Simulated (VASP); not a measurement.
# CuI (F-43m) in VASP: a series of runs

The runs below take CuI through single point, with PBE.

Program: VASP 6.6.1. These are calculated values, not measurements. Logs are shortened: lines on timing, memory, paths and dates and some standing lists are left out, and cuts for length are marked.

**1. The cell of the first run**

It takes space group F-43m (No. 216, cubic). Conventional cell: a = 6.198 Å, b = 6.198 Å, c = 6.198 Å, α = 90.00°, β = 90.00°, γ = 90.00°. Cu (site symmetry -43m) has 4 I at 2.68 Å within 3.5 Å. Within 3.5 Å of I (site symmetry -43m) lie 4 Cu at 2.68 Å.

**2. Single point, PBE (29.76 Å³/atom)**

The input, INCAR:

```
SYSTEM = CuI
PREC     = Accurate       ! precision mode
ENCUT    = 600            ! plane-wave cutoff, eV
EDIFF    = 1E-6           ! SCF threshold, eV
ISMEAR   = 0              ! smearing method
SIGMA    = 0.01           ! smearing width, eV
LREAL    = .False.        ! projectors in reciprocal space
LASPH    = .True.         ! aspherical terms in the spheres
NELM     = 120            ! most SCF steps
ALGO     = Normal         ! electronic algorithm
ISIF     = 2              ! what is computed and relaxed
LWAVE    = .False.        ! write WAVECAR
LCHARG   = .False.        ! write CHGCAR
GGA      = PE             ! functional
NBANDS   = 16             ! bands
GGA_COMPAT= .False.
```

The input, KPOINTS:

```
Automatic mesh
0
Gamma
  6 6 6
  0 0 0
```

The input, POSCAR:

```
CuI
1.0
    0.0000000000      3.0990616540      3.0990616540
    3.0990616540      0.0000000000      3.0990616540
    3.0990616540      3.0990616540      0.0000000000
Cu I
1 1
Direct
    0.2500000000      0.2500000000      0.2500000000
    0.0000000000      0.0000000000      0.0000000000
```

Potentials or basis: VASP PAW PBE potentials, release 64 (Cu, I).

The run is started by

```
$ cat potpaw_PBE.64/Cu/POTCAR potpaw_PBE.64/I/POTCAR > POTCAR
$ mpirun -np 1 vasp_std > vasp.out
```

OUTCAR:

```text
SYSTEM = CuI
   PREC = Accurate
   ENCUT = 600
   EDIFF = 1E-6
   ISMEAR = 0
   LREAL = .False.
   LASPH = .True.
   NELM = 120
   ISIF = 2
   GGA = PE

 ion  position               nearest neighbor table
   1  0.250  0.250  0.250-   2 2.68   2 2.68   2 2.68   2 2.68
   2  0.000  0.000  0.000-   1 2.68   1 2.68   1 2.68   1 2.68

  LATTYP: Found a face centered cubic cell.
 ALAT       =     6.1981233080

  Lattice vectors:

 A1 = (   0.0000000000,   3.0990616540,   3.0990616540)
 A2 = (   3.0990616540,   0.0000000000,   3.0990616540)
 A3 = (   3.0990616540,   3.0990616540,   0.0000000000)

Analysis of symmetry for initial positions (statically):
=====================================================================
 Subroutine PRICEL returns:
 Original cell was already a primitive cell.

 Routine SETGRP: Setting up the symmetry group for a
 face centered cubic supercell.

 Subroutine GETGRP returns: Found 24 space group operations
 (whereof 24 operations were pure point group operations)
 out of a pool of 48 trial point group operations.

The static configuration has the point symmetry T_d .

Analysis of symmetry for dynamics (positions and initial velocities):
=====================================================================
 Subroutine PRICEL returns:
 Original cell was already a primitive cell.

 Routine SETGRP: Setting up the symmetry group for a
 face centered cubic supercell.

 Subroutine GETGRP returns: Found 24 space group operations
 (whereof 24 operations were pure point group operations)
 out of a pool of 48 trial point group operations.

The dynamic configuration has the point symmetry T_d .

 Subroutine INISYM returns: Found 24 space group operations
 (whereof 24 operations are pure point group operations),
 and found     1 'primitive' translations

----------------------------------------------------------------------------------------

                                     Primitive cell

  volume of cell :      59.5279

  direct lattice vectors                    reciprocal lattice vectors
     0.000000000  3.099061654  3.099061654    -0.161339159  0.161339159  0.161339159
     3.099061654  0.000000000  3.099061654     0.161339159 -0.161339159  0.161339159
     3.099061654  3.099061654  0.000000000     0.161339159  0.161339159 -0.161339159

  length of vectors
     4.382735022  4.382735022  4.382735022     0.279447620  0.279447620  0.279447620

  position of ions in fractional coordinates (direct lattice)
     0.250000000  0.250000000  0.250000000
     0.000000000  0.000000000  0.000000000

  ion indices of the primitive-cell ions
   primitive index   ion index
                 1           1
                 2           2

----------------------------------------------------------------------------------------

 KPOINTS: Automatic mesh

Automatic generation of k-mesh.
 Grid dimensions read from file:
 generate k-points for:    6    6    6

 Generating k-lattice:

  Cartesian coordinates                     Fractional coordinates (reciprocal lattice)
    -0.026889860  0.026889860  0.026889860     0.166666667  0.000000000  0.000000000
     0.026889860 -0.026889860  0.026889860     0.000000000  0.166666667  0.000000000
     0.026889860  0.026889860 -0.026889860     0.000000000  0.000000000  0.166666667

  Length of vectors
     0.046574603  0.046574603  0.046574603

  Shift w.r.t. Gamma in fractional coordinates (k-lattice)
     0.000000000  0.000000000  0.000000000

 Subroutine IBZKPT returns following result:
 ===========================================

 Found     16 irreducible k-points:

 Following reciprocal coordinates:
            Coordinates               Weight
  0.000000  0.000000  0.000000      1.000000
  0.166667  0.000000  0.000000      8.000000
  0.333333  0.000000  0.000000      8.000000
  0.500000  0.000000  0.000000      4.000000
  0.166667  0.166667  0.000000      6.000000
  0.333333  0.166667  0.000000     24.000000
[... 8 lines left out ...]
 -0.333333  0.333333  0.166667     24.000000
 -0.333333  0.500000  0.166667     12.000000
   k-points           NKPTS =     16   k-points in BZ     NKDIM =     16   number of bands    NBANDS=     16
   number of dos      NEDOS =    301   number of ions     NIONS =      2
   total plane-waves  NPLWV =  46656
   dimension x,y,z NGX =    36 NGY =   36 NGZ =   36
   dimension x,y,z NGXF=    72 NGYF=   72 NGZF=   72
   ions per type =               1   1
   NGX,Y,Z   is equivalent  to a cutoff of  13.66, 13.66, 13.66 a.u.
   NGXF,Y,Z  is equivalent  to a cutoff of  27.31, 27.31, 27.31 a.u.
 SYSTEM =  CuI
   PREC   = accura    normal or accurate (medium, high low for compatibility)
   ISTART =      0    job   : 0-new  1-cont  2-samecut
   ICHARG =      2    charge: 1-file 2-atom 10-const
   ISPIN  =      1    spin polarized calculation?
   LNONCOLLINEAR =      F non collinear calculations
   LSORBIT =      F    spin-orbit coupling
   LASPH  =      T    aspherical Exc in radial PAW
   ENCUT  =  600.0 eV  44.10 Ry    6.64 a.u.   8.75  8.75  8.75*2*pi/ulx,y,z
   NELM   =    120;   NELMIN=  2; NELMDL= -5     # of ELM steps
   EDIFF  = 0.1E-05   stopping-criterion for ELM
   LREAL  =      F    real-space projection
   EDIFFG = 0.1E-04   stopping-criterion for IOM
   NSW    =      0    number of steps for IOM
   IBRION =     -1    ionic relax: 0-MD 1-quasi-New 2-CG
   NFREE  =      0    steps in history (QN), initial steepest desc. (CG)
   ISIF   =      2    stress and relaxation
   ISYM   =      2    0-nonsym 1-usesym 2-fastsym
   POTIM  = 0.5000    time-step for ionic-motion
   TEBEG  =    0.0;   TEEND  =   0.0 temperature during run
   PSTRESS=    0.0 pullay stress
   NELECT =      18.0000    total number of electrons
   NUPDOWN=      -1.0000    fix difference up-down
   EMIN   =  10.00;   EMAX   =-10.00  energy-range for DOS
   EFERMI =   0.00;   METHOD = LEGACY
   ISMEAR =     0;   SIGMA  =   0.01  broadening in eV -4-tet -1-fermi 0-gaus
   EFERMI_NEDOS =   21; number of points for ismear=-14 and -15
   IALGO  =     38    algorithm
   IMIX   =      4    mixing-type and parameters
     AMIX     =   0.40;   BMIX     =  1.00
     AMIX_MAG =   1.60;   BMIX_MAG =  1.00
  volume/ion in A,a.u.               =      29.76       200.86
  Fermi-wavevector in a.u.,A,eV,Ry     =   1.098817  2.076463 16.427664  1.207399
  Thomas-Fermi vector in A             =   2.235201
   LORBIT       =      0    0 simple, 1 ext, 2 COOP (PROOUT), +10 PAW based schemes
   GGA     = PE    functional components
   LHFCALC =     F    Hartree Fock is set to
   AEXX    =    0.0000 exact exchange contribution
   IVDW    =     0    specifies the selected vdW correction
   LEPSILON=     F    determine dielectric tensor
   LRPA    =     F    only Hartree local field effects (RPA)
 non-spin polarized calculation
 Gauss-broadening in eV      SIGMA  =   0.01
  energy-cutoff  :      600.00
  volume of cell :       59.53
 maximum number of plane-waves:      2012
   NGX = 17   NGY = 17   NGZ = 17

 number of electron      17.9999998 magnetization

 Free energy of the ion-electron system (eV)
  ---------------------------------------------------
  ext. energy  EPLUGINS =         0.00000000
  ---------------------------------------------------
  free energy    TOTEN  =        -5.54014706 eV

  energy without entropy =       -5.54014706  energy(sigma->0) =       -5.54014706

 E-fermi :   3.8209     XC(G=0):  -8.6331

 val. band max:        3.7439765711   @ k =   0.0000   0.0000   0.0000
 cond. band min:       4.7232517671   @ k =   0.0000   0.0000   0.0000
 fundamental gap:      0.9792751959
 Fermi energy:         3.8208894681

 k-point     1 :       0.0000    0.0000    0.0000
  band No.  band energies     occupation
      1      -9.9383      2.00000
      2       0.3857      2.00000
      3       0.3857      2.00000
      4       0.3857      2.00000
      5       2.1462      2.00000
      6       2.1462      2.00000
[... 8 lines left out ...]
     15      13.2028      0.00000
     16      13.2028      0.00000

 k-point     2 :       0.1667    0.0000    0.0000
  band No.  band energies     occupation
      1      -9.8322      2.00000
      2      -0.1071      2.00000
      3       0.3908      2.00000
      4       0.3908      2.00000
      5       2.1389      2.00000
      6       2.1389      2.00000
[... 8 lines left out ...]
     15      12.4367      0.00000
     16      12.8022      0.00000

 k-point     3 :       0.3333    0.0000    0.0000
  band No.  band energies     occupation
      1      -9.6021      2.00000
      2      -1.0207      2.00000
      3       0.3951      2.00000
      4       0.3951      2.00000
      5       2.1487      2.00000
      6       2.1487      2.00000
[... 8 lines left out ...]
     15      12.8744      0.00000
     16      12.8744      0.00000

 k-point     4 :       0.5000    0.0000    0.0000
  band No.  band energies     occupation
      1      -9.4764      2.00000
      2      -1.4480      2.00000
      3       0.3941      2.00000
      4       0.3941      2.00000
      5       2.1714      2.00000
      6       2.1714      2.00000
[... 8 lines left out ...]
     15      14.4235      0.00000
     16      14.4235      0.00000

 k-point     5 :       0.1667    0.1667    0.0000
  band No.  band energies     occupation
      1      -9.7967      2.00000
      2      -0.1579      2.00000
      3       0.3520      2.00000
      4       0.3520      2.00000
      5       2.1009      2.00000
      6       2.1657      2.00000
[... 8 lines left out ...]
     15      13.4700      0.00000
     16      13.6033      0.00000

 k-point     6 :       0.3333    0.1667    0.0000
  band No.  band energies     occupation
      1      -9.6063      2.00000
      2      -0.7973      2.00000
      3       0.2694      2.00000
      4       0.3372      2.00000
      5       2.0876      2.00000
      6       2.1805      2.00000
[... 8 lines left out ...]
     15      13.7317      0.00000
     16      14.1442      0.00000

 k-point     7 :       0.5000    0.1667    0.0000
  band No.  band energies     occupation
      1      -9.4397      2.00000
      2      -1.2735      2.00000
      3       0.0838      2.00000
      4       0.3595      2.00000
      5       2.1156      2.00000
      6       2.1767      2.00000
[... 8 lines left out ...]
     15      14.2526      0.00000
     16      14.4661      0.00000

 k-point     8 :      -0.3333    0.1667    0.0000
  band No.  band energies     occupation
      1      -9.4819      2.00000
      2      -1.1352      2.00000
      3       0.0246      2.00000
      4       0.4029      2.00000
      5       2.1269      2.00000
      6       2.1504      2.00000
[... 8 lines left out ...]
     15      13.4595      0.00000
     16      14.6475      0.00000

 k-point     9 :      -0.1667    0.1667    0.0000
  band No.  band energies     occupation
      1      -9.6831      2.00000
      2      -0.5688      2.00000
      3       0.2106      2.00000
      4       0.4193      2.00000
      5       2.1091      2.00000
      6       2.1633      2.00000
[... 8 lines left out ...]
     15      13.0675      0.00000
     16      14.1685      0.00000

 k-point    10 :       0.3333    0.3333    0.0000
  band No.  band energies     occupation
      1      -9.4892      2.00000
      2      -1.0518      2.00000
      3       0.2838      2.00000
      4       0.2838      2.00000
      5       2.0437      2.00000
      6       2.2047      2.00000
[... 8 lines left out ...]
     15      14.2131      0.00000
     16      16.5555      0.00000

 k-point    11 :       0.5000    0.3333    0.0000
  band No.  band energies     occupation
      1      -9.3621      2.00000
      2      -1.2501      2.00000
      3      -0.0188      2.00000
      4       0.2868      2.00000
      5       2.0759      2.00000
      6       2.1978      2.00000
[... 8 lines left out ...]
     15      14.6922      0.00000
     16      15.5827      0.00000

 k-point    12 :      -0.3333    0.3333    0.0000
  band No.  band energies     occupation
      1      -9.3591      2.00000
      2      -1.0467      2.00000
      3      -0.4664      2.00000
      4       0.3479      2.00000
      5       2.0459      2.00000
      6       2.1468      2.00000
[... 8 lines left out ...]
     15      12.9621      0.00000
     16      16.7484      0.00000

 k-point    13 :       0.5000    0.5000    0.0000
  band No.  band energies     occupation
      1      -9.3209      2.00000
      2      -1.4420      2.00000
      3       0.2489      2.00000
      4       0.2489      2.00000
      5       2.1332      2.00000
      6       2.1931      2.00000
[... 8 lines left out ...]
     15      14.8446      0.00000
     16      15.5159      0.00000

 k-point    14 :       0.5000    0.3333    0.1667
  band No.  band energies     occupation
      1      -9.4445      2.00000
      2      -1.0465      2.00000
      3      -0.0789      2.00000
      4       0.3213      2.00000
      5       2.0945      2.00000
      6       2.1626      2.00000
[... 8 lines left out ...]
     15      14.4552      0.00000
     16      15.4468      0.00000

 k-point    15 :      -0.3333    0.3333    0.1667
  band No.  band energies     occupation
      1      -9.3591      2.00000
      2      -1.0962      2.00000
      3      -0.3448      2.00000
      4       0.2801      2.00000
      5       2.0691      2.00000
      6       2.1501      2.00000
[... 8 lines left out ...]
     15      14.6085      0.00000
     16      15.2161      0.00000

 k-point    16 :      -0.3333    0.5000    0.1667
  band No.  band energies     occupation
      1      -9.3188      2.00000
      2      -1.1849      2.00000
      3      -0.2209      2.00000
      4       0.1888      2.00000
      5       2.1051      2.00000
      6       2.1245      2.00000
[... 8 lines left out ...]
     15      14.9835      0.00000
     16      15.5069      0.00000

------------------------ aborting loop because EDIFF is reached ----------------------------------------

  FORCE on cell =-STRESS in cart. coord.  units (eV):
  Direction    XX          YY          ZZ          XY          YZ          ZX
  --------------------------------------------------------------------------------------
  -------------------------------------------------------------------------------------
  Total       -0.6445352     -0.6445352     -0.6445352      0.0000000     -0.0000000      0.0000000
  in kB      -17.3474869    -17.3474869    -17.3474869      0.0000000     -0.0000000      0.0000000
  external PRESSURE =     -17.3474869 kB  Pullay stress =       0.0000000 kB

 VOLUME and BASIS-vectors are now :
 -----------------------------------------------------------------------------
  energy-cutoff  :      600.00
  volume of cell :       59.53
      direct lattice vectors                 reciprocal lattice vectors
     0.000000000  3.099061654  3.099061654    -0.161339159  0.161339159  0.161339159
     3.099061654  0.000000000  3.099061654     0.161339159 -0.161339159  0.161339159
     3.099061654  3.099061654  0.000000000     0.161339159  0.161339159 -0.161339159

 POSITION                                       TOTAL-FORCE (eV/Angst)
 -----------------------------------------------------------------------------------
      1.54953      1.54953      1.54953        -0.000000     -0.000000     -0.000000
      0.00000      0.00000      0.00000         0.000000      0.000000      0.000000
 -----------------------------------------------------------------------------------
    total drift:                               -0.000000     -0.000000     -0.000000

  FREE ENERGIE OF THE ION-ELECTRON SYSTEM (eV)
  ---------------------------------------------------
  free  energy   TOTEN  =        -5.5401470591 eV

  energy  without entropy=       -5.5401470591  energy(sigma->0) =       -5.54014706
```

Run time: 14 s. Hardware: 1 thread of Intel Xeon Platinum 8375C at 2.90GHz (Ice Lake), shared host; peak memory 0.21 GiB.

What came out:

* Free energy: -5.5401 eV
* Pressure: -1.7 GPa
* Band gap on the k mesh: 0.98 eV

Caveat: spin-orbit coupling is left out, which moves the levels of the heavy elements. PBE gaps usually lie below the measured ones, often by a third to a half.

**3. Single point, PBE**

This run uses another cell than the first one, of 27.33 Å³/atom.

The input, INCAR:

```
ALGO = Normal
EDIFF = 1E-6
ENCUT = 600
GGA = PE
GGA_COMPAT = False
ISIF = 2
ISMEAR = 0
LASPH = True
LCHARG = False
LREAL = False
LWAVE = False
NBANDS = 16
NELM = 120
PREC = Accurate
SIGMA = 0.01
```

The input, KPOINTS:

```
k-points
0
Gamma
  8 8 8
```

The input, POSCAR:

```
CuI
1.0
    0.0000000000      3.0120428216      3.0120428216
    3.0120428216      0.0000000000      3.0120428216
    3.0120428216      3.0120428216      0.0000000000
Cu I
1 1
Direct
    0.2500000000      0.2500000000      0.2500000000
    0.0000000000      0.0000000000      0.0000000000
```

Potentials or basis: VASP PAW PBE potentials, release 64 (Cu, I).

The run is started by

```
$ cat potpaw_PBE.64/Cu/POTCAR potpaw_PBE.64/I/POTCAR > POTCAR
$ mpirun -np 1 vasp_std > vasp.out
```

Run time: 30 s. Hardware: 1 thread of Intel Xeon Platinum 8375C at 2.90GHz (Ice Lake), shared host; peak memory 0.21 GiB.

Results (log left out):

```yaml
Free_energy: -5.5567 eV
Pressure: 1.1 GPa
Band_gap_on_the_k_mesh: 1.20 eV
```

Levels at points of the mesh, in eV from the valence-band top:
```csv
k point,band 6,band 7,band 8,band 9,band 10,band 11,band 12,band 13
"(0.00, 0.00, 0.00)",-1.93,0.00,0.00,0.00,1.20,4.85,4.85,4.85
"(0.50, 0.00, 0.00)",-1.90,-1.86,-0.74,-0.74,2.17,5.39,5.39,7.44
"(0.50, 0.50, 0.00)",-1.87,-1.84,-1.56,-1.56,2.68,2.90,9.32,9.86
```

Caveat: spin-orbit coupling is left out, which moves the levels of the heavy elements. PBE gaps usually lie below the measured ones, often by a third to a half.
